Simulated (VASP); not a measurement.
# LiAl16O24 (a cell with a defect) in VASP: a series of runs

LiAl16O24 (a cell with a defect) is run at these levels: PBE, HSE06; tasks: single point.

Everything below comes from runs of VASP 6.6.1. Logs are shortened: lines on timing, memory, paths and dates and some standing lists are left out, and cuts for length are marked.

**1. The cell of the first run**

The cell holds a defect, 41 atoms: a = 5.181 Å, b = 10.361 Å, c = 10.361 Å, α = 55.29°, β = 55.29°, γ = 55.29°.

**2. Single point, PBE**

Contents of INCAR:

```
  PREC = Accurate
  ENCUT = 520
  EDIFF = 1E-6
  ISMEAR = -1
  SIGMA = 0.01
  LREAL = Auto
  LASPH = True
  NELM = 80
  ALGO = Normal
  ISIF = 2
  LWAVE = False
  LCHARG = False
  GGA = PE
  NBANDS = 124
  NELECT = 194.0
```

Contents of KPOINTS:

```
Automatic mesh
0
Gamma
  2 2 2
  0.5 0.5 0.5
```

Contents of POSCAR:

```
LiAl16O24
1.0
    2.4039417600      1.3879164200      4.3742070900
   -4.8078835200      2.7758328500      8.7484141900
    0.0000000000     -5.5516656900      8.7484141900
Al O Li
16 24 1
Direct
    0.6656531400      0.3331993800      0.3322526000
    0.8550846300      0.4311668700      0.4333201300
    0.1423021400      0.0688450000      0.0670492600
    0.3318021000      0.1668225300      0.1680712300
    0.6452128000      0.3237318200      0.8247414400
    0.8502942600      0.4289418100      0.9235027200
    0.1470863500      0.0710459900      0.5768680900
    0.3522207300      0.1762562100      0.6756068400
    0.6461331500      0.8233571700      0.3244106300
    0.8536404600      0.9232474900      0.4276366300
    0.1437975400      0.5767565700      0.0727181000
    0.3512942800      0.6766454500      0.1759557800
    0.6460533700      0.8234784300      0.8229295200
    0.8519464200      0.9248475500      0.9250086800
    0.1454427200      0.5751489300      0.5753657300
    0.3513237900      0.6765233500      0.6774406200
    0.4342243000      0.0347203000      0.3704297200
    0.9248962600      0.1292787500      0.2799190100
    0.0725427600      0.3707289200      0.2204146300
    0.7353100000      0.2188679800      0.0332304000
    0.2620898100      0.2811452900      0.4671296700
    0.5632068800      0.4652828000      0.1299242200
    0.4443568700      0.0261807000      0.8724671300
    0.9434634400      0.1251799300      0.7780459800
    0.0539533800      0.3748018400      0.7223144900
    0.7522961000      0.2250626300      0.5308100000
    0.2451242100      0.2749463300      0.9695290400
    0.5530401800      0.4738374800      0.6278933100
    0.4506116200      0.5316497000      0.3747293200
    0.9483720800      0.6246208300      0.2781350600
    0.0490498700      0.8753772800      0.2222438400
    0.7481159100      0.7211036300      0.0281721600
    0.2492829500      0.7789054900      0.4722018400
    0.5468305400      0.9683598000      0.1256309500
    0.4429968800      0.5267131400      0.8771797000
    0.9426294500      0.6253649700      0.7778325900
    0.0547449000      0.8746303400      0.7225308800
    0.7481974200      0.7238102200      0.5273515700
    0.2491900100      0.7761971200      0.9730275600
    0.5543972600      0.9733013700      0.6231725900
    0.4986131700      0.2499783700      0.2502604500
```

Potentials or basis: VASP PAW PBE potentials, release 64 (Al, O, Li_sv).

Started as:

```sh
cat potpaw_PBE.64/Al/POTCAR potpaw_PBE.64/O/POTCAR potpaw_PBE.64/Li_sv/POTCAR > POTCAR
mpirun -np 1 vasp_std > vasp.out
```

OUTCAR:

```text
PREC = Accurate
   ENCUT = 520
   EDIFF = 1E-6
   ISMEAR = -1
   LREAL = Auto
   LASPH = True
   NELM = 80
   ISIF = 2
   GGA = PE
   NELECT = 194.0

 ion  position               nearest neighbor table
   1  0.666  0.333  0.332-  29 1.88  26 1.88  19 1.89  21 1.93  22 1.93  18 1.95  41 2.18   2 2.57
                             4 2.77   8 2.79  12 2.79   2 3.33
   2  0.855  0.431  0.433-  28 1.83  30 1.84  21 1.86  29 2.02  26 2.02  19 2.11   1 2.57  41 2.82
                            15 2.83   7 2.87  11 2.87   5 3.18   9 3.18   1 3.33
   3  0.142  0.069  0.067-  23 1.83  31 1.84  20 1.86  34 2.02  27 2.02  18 2.11   4 2.57  41 2.82
                            14 2.83   6 2.87  10 2.87   8 3.18  12 3.18   4 3.33
   4  0.332  0.167  0.168-  34 1.88  27 1.88  18 1.89  20 1.93  17 1.93  19 1.95  41 2.18   3 2.57
                             1 2.77   5 2.79   9 2.79   3 3.33
   5  0.645  0.324  0.825-  28 1.86  24 1.88  27 1.89  35 1.99  20 1.99  25 1.99   6 2.68   4 2.79
                            16 2.82   8 2.83   2 3.18   6 3.25  14 3.26
   6  0.850  0.429  0.924-  36 1.85  27 1.87  22 1.89  35 1.97  25 1.98  20 2.07   5 2.68  15 2.79
                            41 2.81  11 2.83   3 2.87  13 3.22   5 3.25
   7  0.147  0.071  0.577-  37 1.85  26 1.87  17 1.89  40 1.97  24 1.98  21 2.07   8 2.68  14 2.79
                            41 2.81  10 2.83   2 2.87  16 3.22   8 3.25
   8  0.352  0.176  0.676-  23 1.86  25 1.88  26 1.90  40 1.99  21 1.99  24 1.99   7 2.68   1 2.79
                            13 2.82   5 2.83   3 3.18   7 3.25  15 3.26
   9  0.646  0.823  0.324-  33 1.86  30 1.88  34 1.89  31 1.97  38 1.99  17 2.02  10 2.68   4 2.79
                            12 2.82  16 2.82   2 3.18  10 3.24  14 3.27
  10  0.854  0.923  0.428-  33 1.86  40 1.87  18 1.89  38 1.96  31 1.99  17 2.06   9 2.68  15 2.79
                            41 2.81   7 2.83   3 2.87  13 3.23   9 3.24
  11  0.144  0.577  0.073-  32 1.86  35 1.87  19 1.89  39 1.96  30 1.99  22 2.06  12 2.68  14 2.79
                            41 2.81   6 2.83   2 2.87  16 3.23  12 3.24
  12  0.351  0.677  0.176-  32 1.86  31 1.88  29 1.89  30 1.97  39 1.98  22 2.02  11 2.68   1 2.79
                             9 2.82  13 2.82   3 3.18  11 3.24  15 3.27
  13  0.646  0.823  0.823-  36 1.86  39 1.88  40 1.88  23 1.97  37 2.00  32 2.00  14 2.68  16 2.82
[... 29 lines left out ...]
  39  0.249  0.776  0.973-  13 1.88  14 1.88  11 1.96  12 1.98
  40  0.554  0.973  0.623-  10 1.87  13 1.88   7 1.97   8 1.99
  41  0.499  0.250  0.250-  19 1.93  18 1.93  17 1.96  22 1.96  21 1.97  20 1.97   1 2.18   4 2.18
                             7 2.81   6 2.81  10 2.81  11 2.81   2 2.82   3 2.82

  LATTYP: Found a base centered monoclinic cell.
 ALAT       =    14.1357249055
 B/A-ratio  =     0.6802457681
 C/A-ratio  =     0.3664920511
 COS(beta)  =    -0.1016821385

  Lattice vectors:

 A1 = (   7.2118252800,  -1.3879164300,  -4.3742071000)
 A2 = (   2.4039417600,   6.9395821100,  -4.3742071000)
 A3 = (   2.4039417600,   1.3879164200,   4.3742070900)

Analysis of symmetry for initial positions (statically):
=====================================================================
 Subroutine PRICEL returns:
 Original cell was already a primitive cell.

[... 196 lines left out ...]
   IMIX   =      4    mixing-type and parameters
     AMIX     =   0.40;   BMIX     =  1.00
     AMIX_MAG =   1.60;   BMIX_MAG =  1.00
  volume/ion in A,a.u.               =       8.54        57.65
  Fermi-wavevector in a.u.,A,eV,Ry     =   1.344444  2.540631 24.592943  1.807530
  Thomas-Fermi vector in A             =   2.472437
   LORBIT       =      0    0 simple, 1 ext, 2 COOP (PROOUT), +10 PAW based schemes
   GGA     = PE    functional components
   LHFCALC =     F    Hartree Fock is set to
   AEXX    =    0.0000 exact exchange contribution
   IVDW    =     0    specifies the selected vdW correction
   LEPSILON=     F    determine dielectric tensor
   LRPA    =     F    only Hartree local field effects (RPA)
 non-spin polarized calculation
  energy-cutoff  :      520.00
  volume of cell :      350.27
 maximum number of plane-waves:      9444
 NGX is ok and might be reduce to    40
   NGX = 19   NGY = 39   NGZ = 39

 number of electron     194.0000008 magnetization

 Free energy of the ion-electron system (eV)
  ---------------------------------------------------
  ext. energy  EPLUGINS =         0.00000000
  ---------------------------------------------------
  free energy    TOTEN  =      -310.12297097 eV

  energy without entropy =     -310.12297097  energy(sigma->0) =     -310.12297097

 E-fermi :   6.0631     XC(G=0): -11.5833

 val. band max:        5.8322018336   @ k =   0.2500   0.2500   0.2500
 cond. band min:      12.5942538507   @ k =   0.2500   0.2500   0.2500
 fundamental gap:      6.7620520171
 Fermi energy:         6.0630880163

 k-point     1 :       0.2500    0.2500    0.2500
  band No.  band energies     occupation
      1     -36.7562      2.00000
      2     -12.8977      2.00000
      3     -11.9750      2.00000
      4     -11.9091      2.00000
      5     -11.8498      2.00000
      6     -11.8118      2.00000
[... 437 lines left out ...]
    108      15.8957      0.00000
    109      15.9794      0.00000
 [bands above 109 left out]

------------------------ aborting loop because EDIFF is reached ----------------------------------------

  FORCE on cell =-STRESS in cart. coord.  units (eV):
  Direction    XX          YY          ZZ          XY          YZ          ZX
  --------------------------------------------------------------------------------------
  -------------------------------------------------------------------------------------
  Total       -9.0114192     -9.3758472      0.8635798      0.1814530     -0.2348314     -0.2225916
  in kB      -41.2198053    -42.8867629      3.9501650      0.8299977     -1.0741600     -1.0181729
  external PRESSURE =     -26.7188011 kB  Pullay stress =       0.0000000 kB

 VOLUME and BASIS-vectors are now :
 -----------------------------------------------------------------------------
  energy-cutoff  :      520.00
  volume of cell :      350.27
      direct lattice vectors                 reciprocal lattice vectors
     2.403941760  1.387916420  4.374207090     0.207991728  0.120084080  0.076204287
    -4.807883520  2.775832850  8.748414190    -0.103995864  0.060042040  0.038102144
     0.000000000 -5.551665690  8.748414190    -0.000000000 -0.120084080  0.038102144

 POSITION                                       TOTAL-FORCE (eV/Angst)
 -----------------------------------------------------------------------------------
     -0.00179      0.00422      8.73335         0.001535      0.002461      0.007074
     -0.01743     -0.02202     11.30321        -0.011315     -0.009751      0.009221
      0.01109      0.01637      1.81132         0.008991      0.010726     -0.009949
     -0.00443     -0.00949      4.38116        -0.003047     -0.005074     -0.007079
     -0.00541     -2.78456     12.86961        -0.001121      0.003130     -0.014797
     -0.01824     -2.75617     15.55111        -0.002900      0.008716      0.011572
[... 33 lines left out ...]
     -3.34678      0.01153     16.39166         0.001741      0.005338     -0.010267
     -0.00323     -0.00343      6.55733         0.001761      0.003591      0.002032
 -----------------------------------------------------------------------------------
    total drift:                                0.002399     -0.002508     -0.004445

  FREE ENERGIE OF THE ION-ELECTRON SYSTEM (eV)
  ---------------------------------------------------
  free  energy   TOTEN  =      -310.1229709715 eV

  energy  without entropy=     -310.1229709715  energy(sigma->0) =     -310.12297097
```

OSZICAR:

```text
N       E                     dE             d eps       ncg     rms          rms(c)
DAV:   1     0.111471744505E+04    0.11147E+04   -0.10247E+05   992   0.151E+03
DAV:   2    -0.262431233697E+03   -0.13771E+04   -0.13426E+04  1208   0.334E+02
DAV:   3    -0.339221164314E+03   -0.76790E+02   -0.76480E+02  1244   0.843E+01
DAV:   4    -0.341069282344E+03   -0.18481E+01   -0.18434E+01  1568   0.111E+01
DAV:   5    -0.341112002292E+03   -0.42720E-01   -0.42705E-01  1312   0.142E+00    0.344E+01
DAV:   6    -0.309986148297E+03    0.31126E+02   -0.13309E+02  1128   0.314E+01    0.119E+01
DAV:   7    -0.310065758919E+03   -0.79611E-01   -0.31821E+00  1192   0.502E+00    0.654E+00
DAV:   8    -0.310092040387E+03   -0.26281E-01   -0.32491E-01  1176   0.235E+00    0.187E+00
DAV:   9    -0.310119885095E+03   -0.27845E-01   -0.95880E-02  1216   0.114E+00    0.537E-01
DAV:  10    -0.310122998722E+03   -0.31136E-02   -0.99667E-03  1192   0.338E-01    0.226E-01
DAV:  11    -0.310122826405E+03    0.17232E-03   -0.20871E-03  1192   0.182E-01    0.129E-01
DAV:  12    -0.310122965899E+03   -0.13949E-03   -0.43421E-04  1128   0.727E-02    0.356E-02
DAV:  13    -0.310122969453E+03   -0.35536E-05   -0.13896E-04  1208   0.481E-02    0.179E-02
DAV:  14    -0.310122970826E+03   -0.13735E-05   -0.27650E-05  1216   0.182E-02    0.791E-03
DAV:  15    -0.310122971530E+03   -0.70411E-06   -0.13078E-05  1216   0.138E-02    0.586E-03
DAV:  16    -0.310122970972E+03    0.55895E-06   -0.23042E-06   720   0.774E-03
   1 F= -.31012297E+03 E0= -.31012297E+03  d E =-.147236E-10
```

Wall time 13 min (1 thread of Intel Xeon 8259CL, shared host); peak memory 0.59 GiB.

What came out:

```yaml
Free_energy: -310.1230 eV
Largest_force: 0.028 eV/Å
```

Forces on the atoms (eV/Å):
```
Al   0.002  0.002  0.007
Al  -0.011 -0.010  0.009
Al   0.009  0.011 -0.010
Al  -0.003 -0.005 -0.007
Al  -0.001  0.003 -0.015
Al  -0.003  0.009  0.012
Al   0.003 -0.007 -0.011
Al   0.000 -0.004  0.013
Al   0.001  0.000 -0.014
Al   0.003 -0.004  0.010
Al  -0.003  0.000 -0.011
Al  -0.004 -0.002  0.011
Al   0.004  0.004 -0.013
Al  -0.003  0.001  0.012
Al   0.004  0.000 -0.012
Al  -0.002 -0.005  0.012
O    0.004 -0.003 -0.003
O    0.000 -0.002  0.012
O   -0.003  0.001 -0.011
O    0.003  0.018 -0.018
O   -0.001 -0.017  0.023
O   -0.003  0.003  0.003
O   -0.004 -0.003  0.005
O    0.002 -0.006 -0.009
O   -0.004  0.009  0.008
O    0.003  0.004  0.003
O   -0.001 -0.004 -0.001
O    0.005  0.003 -0.005
O   -0.007 -0.003  0.007
O    0.001  0.004  0.005
O    0.001 -0.002 -0.005
O    0.000  0.004 -0.001
O   -0.001 -0.005  0.001
O    0.009  0.001 -0.007
O   -0.002 -0.008  0.009
O   -0.005  0.000  0.009
O    0.005  0.000 -0.009
O   -0.001  0.007 -0.001
O    0.004 -0.005 -0.001
O    0.002  0.005 -0.010
Li   0.002  0.004  0.002
```

Levels at points of the mesh, in eV from the Fermi level:
| k point | band 95 | band 96 | band 97 | band 98 | band 99 | band 100 |
| --- | --- | --- | --- | --- | --- | --- |
| (0.25, 0.25, 0.25) | -0.48 | -0.27 | -0.23 | 6.53 | 8.69 | 8.90 |

Caveat: the k points lie up to 0.61 Å⁻¹ apart; the cell carries a net charge on a neutralising background, which shifts energy and pressure; the cell is charged against a uniform background, so pressure and absolute levels hang on convention; the cutoff is under 1.25 times the usual one of these potentials, so pressure, stress and relaxed cells hold a basis-set (Pulay) error.

**3. Single point, HSE06**

POSCAR is that of step 2.

Contents of INCAR.step1:

```
ALGO = Normal ; EDIFF = 1E-5
ENCUT = 520 ; GGA = PE
ISIF = 2 ; ISMEAR = -1
LASPH = T ; LREAL = Auto
LWAVE = T ; NBANDS = 124
NELECT = 194.0 ; NELM = 100
PREC = Accurate ; SIGMA = 0.01
```

Contents of INCAR.step2:

```
ALGO = Normal ; EDIFF = 1E-6
ENCUT = 520 ; GGA = PE
HFSCREEN = 0.2079 ; ISIF = 2
ISMEAR = -1 ; ISTART = 1
LASPH = T ; LCHARG = T
LELF = T ; LHFCALC = T
LREAL = Auto ; LVHAR = T
LWAVE = F ; NBANDS = 124
NELECT = 194.0 ; NELM = 100
PREC = Accurate ; PRECFOCK = Fast
SIGMA = 0.01
```

Contents of KPOINTS:

```
Automatic mesh
0
Gamma
  1 1 1
  0.25 0.25 0.25
```

Potentials or basis: VASP PAW PBE potentials, release 64 (Al, O, Li_sv).

Started as:

```sh
cat potpaw_PBE.64/Al/POTCAR potpaw_PBE.64/O/POTCAR potpaw_PBE.64/Li_sv/POTCAR > POTCAR
cp INCAR.step1 INCAR
mpirun -np 1 vasp_std > vasp.out
cp INCAR.step2 INCAR
mpirun -np 1 vasp_std > vasp.out
```

It took 14 min on 1 thread of AMD EPYC 7R43 (Zen 3), shared host; peak memory 0.72 GiB.

The run converged. Its results:

```
Free energy   : -372.0038 eV
Largest force : 0.092 eV/Å
```

Forces in eV/Å, atoms in the order of the input:
```
Al  -0.010 -0.005  0.049
Al  -0.026 -0.015  0.009
Al   0.024  0.016 -0.009
Al   0.009  0.003 -0.049
Al  -0.005  0.017  0.019
Al  -0.006  0.031 -0.015
Al   0.006 -0.030  0.016
Al   0.004 -0.017 -0.020
Al   0.012 -0.007  0.018
Al   0.018 -0.022 -0.014
Al  -0.018  0.019  0.014
Al  -0.015  0.006 -0.021
Al   0.001  0.001  0.029
Al   0.009  0.002 -0.042
Al  -0.008 -0.001  0.042
Al   0.000 -0.002 -0.030
O    0.022  0.009  0.012
O    0.033  0.055  0.025
O   -0.036 -0.056 -0.023
O    0.011  0.020 -0.003
O   -0.009 -0.019  0.008
O   -0.021 -0.010 -0.012
O    0.008 -0.025 -0.004
O    0.017  0.035 -0.004
O   -0.019 -0.032  0.003
O   -0.021  0.079 -0.027
O    0.023 -0.079  0.028
O   -0.007  0.025  0.003
O    0.082 -0.017 -0.037
O    0.030  0.007  0.001
O   -0.029 -0.005  0.000
O   -0.013  0.019  0.009
O    0.011 -0.019 -0.009
O   -0.081  0.016  0.037
O    0.039 -0.005  0.020
O    0.014  0.023 -0.013
O   -0.015 -0.023  0.013
O   -0.018  0.040  0.008
O    0.021 -0.037 -0.011
O   -0.040  0.002 -0.022
Li   0.002  0.004  0.002
```

Levels at points of the mesh, in eV from the Fermi level:
| k point | band 95 | band 96 | band 97 | band 98 | band 99 | band 100 |
| --- | --- | --- | --- | --- | --- | --- |
| (0.25, 0.25, 0.25) | -0.70 | -0.46 | -0.43 | 8.23 | 10.44 | 10.68 |

Caveat: the k points lie up to 1.22 Å⁻¹ apart, too coarse for converged energies, forces and pressures; the cell carries a net charge on a neutralising background, which shifts energy and pressure; the cell is charged against a uniform background, so pressure and absolute levels hang on convention; the cutoff is under 1.25 times the usual one of these potentials, so pressure, stress and relaxed cells hold a basis-set (Pulay) error; the PAW data sets were made with another functional, which shifts forces and pressure a little.

(Continued in part 2 of 2.)
